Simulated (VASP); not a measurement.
# BaZrO3 (Pm-3m) in VASP: further runs, part 2 of 2

VASP 6.6.1. The steps go on from the part before.

## (3) Band structure, HSE03

Contents of POSCAR:

```
BaZrO3
1.0
    4.1913400000      0.0000000000      0.0000000000
    0.0000000000      4.1913400000      0.0000000000
    0.0000000000      0.0000000000      4.1913400000
Ba Zr O
1 1 3
Direct
    0.0000000000      0.0000000000      0.0000000000
    0.5000000000      0.5000000000      0.5000000000
    0.5000000000      0.5000000000      0.0000000000
    0.5000000000      0.0000000000      0.5000000000
    0.0000000000      0.5000000000      0.5000000000
```

Contents of INCAR.step1:

```
SYSTEM = BaZrO3
PREC = Accurate ; ENCUT = 520
EDIFF = 1E-5 ; ISMEAR = 0
SIGMA = 0.02 ; LREAL = .FALSE.
LASPH = .TRUE. ; NELM = 80
ALGO = Normal ; ISIF = 2
LWAVE = .TRUE. ; LCHARG = .FALSE.
LMAXMIX = 4 ; NBANDS = 28
GGA = PE ; KPAR = 4
```

Contents of INCAR.step2:

```
SYSTEM = BaZrO3
PREC = Accurate ; ENCUT = 520
EDIFF = 1E-6 ; ISMEAR = 0
SIGMA = 0.02 ; LREAL = .FALSE.
LASPH = .TRUE. ; NELM = 80
ALGO = Normal ; ISIF = 2
LWAVE = .FALSE. ; LCHARG = .FALSE.
LMAXMIX = 4 ; GGA = PE
LHFCALC = .TRUE. ; HFSCREEN = 0.3
PRECFOCK = Fast ; NBANDS = 28
ISTART = 1 ; KPAR = 4
```

Contents of KPOINTS:

```
Automatic mesh
0
G
  4 4 4
  0 0 0
```

Contents of KPOINTS_OPT:

```
path GXMGRX,MR
12
line-mode
reciprocal
 0.0000000000  0.0000000000  0.0000000000  G
 0.0000000000  0.5000000000  0.0000000000  X

 0.0000000000  0.5000000000  0.0000000000  X
 0.5000000000  0.5000000000  0.0000000000  M

 0.5000000000  0.5000000000  0.0000000000  M
 0.0000000000  0.0000000000  0.0000000000  G

 0.0000000000  0.0000000000  0.0000000000  G
 0.5000000000  0.5000000000  0.5000000000  R

 0.5000000000  0.5000000000  0.5000000000  R
 0.0000000000  0.5000000000  0.0000000000  X

 0.5000000000  0.5000000000  0.0000000000  M
 0.5000000000  0.5000000000  0.5000000000  R
```

Potentials or basis: VASP PAW PBE potentials, release 64 (Ba_sv, Zr_sv, O).

The run is started by

```sh
> cat potpaw_PBE.64/Ba_sv/POTCAR potpaw_PBE.64/Zr_sv/POTCAR potpaw_PBE.64/O/POTCAR > POTCAR
> cp INCAR.step1 INCAR
> mpirun -np 4 vasp_std > vasp.out
> cp INCAR.step2 INCAR
> mpirun -np 4 vasp_std > vasp.out
```

OUTCAR:

```text
SYSTEM = BaZrO3
   PREC = Accurate
   ENCUT = 520
   EDIFF = 1E-6
   ISMEAR = 0
   LREAL = .FALSE.
   LASPH = .TRUE.
   NELM = 80
   ISIF = 2
   GGA = PE
   LHFCALC = .TRUE.
   HFSCREEN = 0.3
   PRECFOCK = Fast
   ISTART = 1

 ion  position               nearest neighbor table
   1  0.000  0.000  0.000-   3 2.96   4 2.96   5 2.96   4 2.96   5 2.96   3 2.96   5 2.96   5 2.96
                             3 2.96   4 2.96   4 2.96   3 2.96   2 3.63   2 3.63   2 3.63   2 3.63
   2  0.500  0.500  0.500-   3 2.10   4 2.10   5 2.10   3 2.10   4 2.10   5 2.10   1 3.63   1 3.63
                             1 3.63   1 3.63   1 3.63   1 3.63   1 3.63   1 3.63
   3  0.500  0.500  0.000-   2 2.10   2 2.10   1 2.96   1 2.96   1 2.96   1 2.96
   4  0.500  0.000  0.500-   2 2.10   2 2.10   1 2.96   1 2.96   1 2.96   1 2.96
   5  0.000  0.500  0.500-   2 2.10   2 2.10   1 2.96   1 2.96   1 2.96   1 2.96

  LATTYP: Found a simple cubic cell.
 ALAT       =     4.1913400000

  Lattice vectors:

 A1 = (   4.1913400000,   0.0000000000,   0.0000000000)
 A2 = (   0.0000000000,   4.1913400000,   0.0000000000)
 A3 = (   0.0000000000,   0.0000000000,   4.1913400000)
[... 174 lines left out ...]

 E-fermi :   3.0786     XC(G=0):  -9.0131

 val. band max:        2.8978877391   @ k =   0.5000   0.5000   0.5000
 cond. band min:       7.3142851653   @ k =   0.0000   0.0000   0.0000
 fundamental gap:      4.4163974261
 Fermi energy:         3.0785523009

 k-point     1 :       0.0000    0.0000    0.0000
  band No.  band energies     occupation
      1     -46.9248      2.00000
      2     -23.7249      2.00000
      3     -23.7227      2.00000
      4     -23.7227      2.00000
      5     -23.7227      2.00000
      6     -15.0257      2.00000
[... 299 lines left out ...]
     27      13.5198      0.00000
     28      13.5198      0.00000

------------------------ aborting loop because EDIFF is reached ----------------------------------------

  FORCE on cell =-STRESS in cart. coord.  units (eV):
  Direction    XX          YY          ZZ          XY          YZ          ZX
  --------------------------------------------------------------------------------------
  -------------------------------------------------------------------------------------
  Total        0.6070560      0.6070560      0.6070560     -0.0000000     -0.0000000     -0.0000000
  in kB       13.2093261     13.2093261     13.2093261     -0.0000000     -0.0000000     -0.0000000
  external PRESSURE =      13.2093261 kB  Pullay stress =       0.0000000 kB

 VOLUME and BASIS-vectors are now :
 -----------------------------------------------------------------------------
  energy-cutoff  :      520.00
  volume of cell :       73.63
      direct lattice vectors                 reciprocal lattice vectors
     4.191340000  0.000000000  0.000000000     0.238587182  0.000000000  0.000000000
     0.000000000  4.191340000  0.000000000     0.000000000  0.238587182  0.000000000
     0.000000000  0.000000000  4.191340000     0.000000000  0.000000000  0.238587182

 POSITION                                       TOTAL-FORCE (eV/Angst)
 -----------------------------------------------------------------------------------
      0.00000      0.00000      0.00000         0.000000      0.000000      0.000000
      2.09567      2.09567      2.09567         0.000000      0.000000      0.000000
      2.09567      2.09567      0.00000         0.000000      0.000000      0.000000
      2.09567      0.00000      2.09567         0.000000      0.000000      0.000000
      0.00000      2.09567      2.09567         0.000000      0.000000      0.000000
 -----------------------------------------------------------------------------------
    total drift:                                0.000000     -0.000000      0.000000

  FREE ENERGIE OF THE ION-ELECTRON SYSTEM (eV)
  ---------------------------------------------------
  free  energy   TOTEN  =       -48.7400446554 eV

  energy  without entropy=      -48.7400446554  energy(sigma->0) =      -48.74004466
```

OSZICAR.step1:

```text
N       E                     dE             d eps       ncg     rms          rms(c)
DAV:   1     0.300856180428E+03    0.30086E+03   -0.22063E+04   560   0.141E+03
DAV:   2    -0.296088766615E+02   -0.33047E+03   -0.31961E+03   700   0.349E+02
DAV:   3    -0.487668647645E+02   -0.19158E+02   -0.19082E+02   880   0.788E+01
DAV:   4    -0.492470966227E+02   -0.48023E+00   -0.47961E+00   764   0.102E+01
DAV:   5    -0.492577089361E+02   -0.10612E-01   -0.10611E-01   784   0.116E+00    0.304E+01
DAV:   6    -0.417620922887E+02    0.74956E+01   -0.38964E+01   664   0.382E+01    0.133E+01
DAV:   7    -0.416894425010E+02    0.72650E-01   -0.27573E+00   800   0.898E+00    0.796E+00
DAV:   8    -0.416781408663E+02    0.11302E-01   -0.32472E-01   636   0.404E+00    0.698E-01
DAV:   9    -0.416748230510E+02    0.33178E-02   -0.58757E-02   740   0.130E+00    0.483E-01
DAV:  10    -0.416764004812E+02   -0.15774E-02   -0.15426E-02   752   0.100E+00    0.239E-01
DAV:  11    -0.416760063098E+02    0.39417E-03   -0.19593E-03   688   0.346E-01    0.397E-02
DAV:  12    -0.416760657672E+02   -0.59457E-04   -0.17909E-04   656   0.905E-02    0.459E-02
DAV:  13    -0.416760611020E+02    0.46653E-05   -0.29583E-05   636   0.373E-02
   1 F= -.41676061E+02 E0= -.41676061E+02  d E =-.615835E-16
```

It took 30 min on 4 MPI ranks of Intel Xeon Platinum 8488C (Sapphire Rapids), shared host; peak memory 0.34 GiB.

What came out:

| Item | Value |
| --- | --- |
| Free energy | -48.7400 eV |
| Pressure | 1.3 GPa |
| Band gap on the k mesh | 4.42 eV (least direct gap 4.71 eV) |
| Band gap along the path | 4.42 eV (least direct gap 4.71 eV) |

Levels at the corners of the path, in eV from the valence-band top:
```tsv
point	band 17	band 18	band 19	band 20	band 21	band 22	band 23	band 24
Γ	-1.07	-0.30	-0.30	-0.30	4.42	4.42	4.42	5.89
X	-1.81	-1.74	-0.57	-0.57	4.90	7.12	7.12	7.76
X	-1.81	-1.74	-0.57	-0.57	4.90	7.12	7.12	7.76
M	-0.99	-0.99	-0.96	-0.07	7.08	7.08	7.86	7.89
M	-0.99	-0.99	-0.96	-0.07	7.08	7.08	7.86	7.89
Γ	-1.07	-0.30	-0.30	-0.30	4.42	4.42	4.42	5.89
Γ	-1.07	-0.30	-0.30	-0.30	4.42	4.42	4.42	5.89
R	-2.67	0.00	0.00	0.00	7.28	7.28	7.28	8.56
R	-2.67	0.00	0.00	0.00	7.28	7.28	7.28	8.56
X	-1.81	-1.74	-0.57	-0.57	4.90	7.12	7.12	7.76
M	-0.99	-0.99	-0.96	-0.07	7.08	7.08	7.86	7.89
R	-2.67	0.00	0.00	0.00	7.28	7.28	7.28	8.56
```

Caveat: the PAW data sets were made with another functional, which shifts forces and pressure a little; spin-orbit coupling is left out, which moves the levels of the heavy elements.

## (4) Equation of state, LAK

Contents of POSCAR.step1:

```
BaZrO3
1.0
    4.0616268638      0.0000000000      0.0000000000
    0.0000000000      4.0616268638      0.0000000000
    0.0000000000      0.0000000000      4.0616268638
Ba Zr O
1 1 3
Direct
    0.0000000000      0.0000000000      0.0000000000
    0.5000000000      0.5000000000      0.5000000000
    0.5000000000      0.5000000000      0.0000000000
    0.5000000000      0.0000000000      0.5000000000
    0.0000000000      0.5000000000      0.5000000000
```

Contents of POSCAR.step2:

```
BaZrO3
1.0
    4.1057784409      0.0000000000      0.0000000000
    0.0000000000      4.1057784409      0.0000000000
    0.0000000000      0.0000000000      4.1057784409
Ba Zr O
1 1 3
Direct
    0.0000000000      0.0000000000      0.0000000000
    0.5000000000      0.5000000000      0.5000000000
    0.5000000000      0.5000000000      0.0000000000
    0.5000000000      0.0000000000      0.5000000000
    0.0000000000      0.5000000000      0.5000000000
```

Contents of POSCAR.step3:

```
BaZrO3
1.0
    4.1490003376      0.0000000000      0.0000000000
    0.0000000000      4.1490003376      0.0000000000
    0.0000000000      0.0000000000      4.1490003376
Ba Zr O
1 1 3
Direct
    0.0000000000      0.0000000000      0.0000000000
    0.5000000000      0.5000000000      0.5000000000
    0.5000000000      0.5000000000      0.0000000000
    0.5000000000      0.0000000000      0.5000000000
    0.0000000000      0.5000000000      0.5000000000
```

Contents of POSCAR.step4:

```
BaZrO3
1.0
    4.1913400000      0.0000000000      0.0000000000
    0.0000000000      4.1913400000      0.0000000000
    0.0000000000      0.0000000000      4.1913400000
Ba Zr O
1 1 3
Direct
    0.0000000000      0.0000000000      0.0000000000
    0.5000000000      0.5000000000      0.5000000000
    0.5000000000      0.5000000000      0.0000000000
    0.5000000000      0.0000000000      0.5000000000
    0.0000000000      0.5000000000      0.5000000000
```

Contents of POSCAR.step5:

```
BaZrO3
1.0
    4.2328411149      0.0000000000      0.0000000000
    0.0000000000      4.2328411149      0.0000000000
    0.0000000000      0.0000000000      4.2328411149
Ba Zr O
1 1 3
Direct
    0.0000000000      0.0000000000      0.0000000000
    0.5000000000      0.5000000000      0.5000000000
    0.5000000000      0.5000000000      0.0000000000
    0.5000000000      0.0000000000      0.5000000000
    0.0000000000      0.5000000000      0.5000000000
```

Contents of POSCAR.step6:

```
BaZrO3
1.0
    4.2735440071      0.0000000000      0.0000000000
    0.0000000000      4.2735440071      0.0000000000
    0.0000000000      0.0000000000      4.2735440071
Ba Zr O
1 1 3
Direct
    0.0000000000      0.0000000000      0.0000000000
    0.5000000000      0.5000000000      0.5000000000
    0.5000000000      0.5000000000      0.0000000000
    0.5000000000      0.0000000000      0.5000000000
    0.0000000000      0.5000000000      0.5000000000
```

Contents of POSCAR.step7:

```
BaZrO3
1.0
    4.3134859858      0.0000000000      0.0000000000
    0.0000000000      4.3134859858      0.0000000000
    0.0000000000      0.0000000000      4.3134859858
Ba Zr O
1 1 3
Direct
    0.0000000000      0.0000000000      0.0000000000
    0.5000000000      0.5000000000      0.5000000000
    0.5000000000      0.5000000000      0.0000000000
    0.5000000000      0.0000000000      0.5000000000
    0.0000000000      0.5000000000      0.5000000000
```

Contents of INCAR:

```
METAGGA = LAK
ISMEAR = 0
SIGMA = 0.03
LWAVE = F
LCHARG = F
ISIF = 2
NSW = 0
ENCUT = 660
PREC = Accurate
LASPH = T
LREAL = F
ALGO = Normal
EDIFF = 1E-7
NELM = 120
GGA_COMPAT = F
EFERMI = MIDGAP
LMIXTAU = T
```

Contents of KPOINTS:

```
k-points
0
Gamma
  5 5 5
```

Potentials or basis: VASP PAW PBE potentials, release 64 (Ba_sv_GW, Zr_sv_GW, O_GW).

The run is started by

```sh
> cat potpaw_PBE.64/Ba_sv_GW/POTCAR potpaw_PBE.64/Zr_sv_GW/POTCAR potpaw_PBE.64/O_GW/POTCAR > POTCAR
> cp POSCAR.step1 POSCAR
> mpirun -np 1 vasp_std > vasp.out
> cp POSCAR.step2 POSCAR
> mpirun -np 1 vasp_std > vasp.out
> cp POSCAR.step3 POSCAR
> mpirun -np 1 vasp_std > vasp.out
> cp POSCAR.step4 POSCAR
> mpirun -np 1 vasp_std > vasp.out
> cp POSCAR.step5 POSCAR
> mpirun -np 1 vasp_std > vasp.out
> cp POSCAR.step6 POSCAR
> mpirun -np 1 vasp_std > vasp.out
> cp POSCAR.step7 POSCAR
> mpirun -np 1 vasp_std > vasp.out
```

Run time: 9.7 min. Hardware: 1 thread of Intel Xeon 6975P-C (Granite Rapids), shared host; peak memory 0.25 GiB.

Results (log left out):

* Equilibrium volume: 15.24 Å³/atom
* Bulk modulus: 159 GPa
* Pressure derivative of the bulk modulus: 4.2

Energy against volume, from the lowest point:
| volume (Å³/atom) | energy (meV/atom) |
| --- | --- |
| 13.401 | 137.84 |
| 13.843 | 75.14 |
| 14.284 | 33.15 |
| 14.726 | 8.96 |
| 15.168 | 0.00 |
| 15.610 | 4.11 |
| 16.051 | 19.46 |

Caveat: the PAW data sets were made with another functional, which shifts forces and pressure a little; spin-orbit coupling is left out, which moves the levels of the heavy elements.

## (5) Summary

```tsv
task	level	potentials or basis	k mesh	cutoff (eV)	smearing	grid for exact exchange (PRECFOCK)	share of exact exchange	screening parameter	tolerance level	purpose	gap on the mesh (eV)	pressure (GPa)
band structure	HSE06	VASP PAW PBE potentials, release 64 (Ba_sv, Zr_sv, O)	4 × 4 × 4	520	gaussian 0.02 eV	Fast	0.25	0.2 1/Å	-	-	4.69	1.1
band structure	HSE03	VASP PAW PBE potentials, release 64 (Ba_sv, Zr_sv, O)	4 × 4 × 4	520	gaussian 0.02 eV	Fast	0.25	0.3 1/Å	-	-	4.42	1.3
equation of state	LAK	VASP PAW PBE potentials, release 64 (Ba_sv_GW, Zr_sv_GW, O_GW)	5 × 5 × 5	660	gaussian 0.03 eV	-	-	-	standard	choice of potentials	-	-
```

Alike in all rows: no spin polarisation; cell as given.

Caveats: the PAW data sets were made with another functional, which shifts forces and pressure a little; spin-orbit coupling is left out, which moves the levels of the heavy elements.

Total energies depend on the potentials used, so only differences within one code and one set of settings carry meaning.
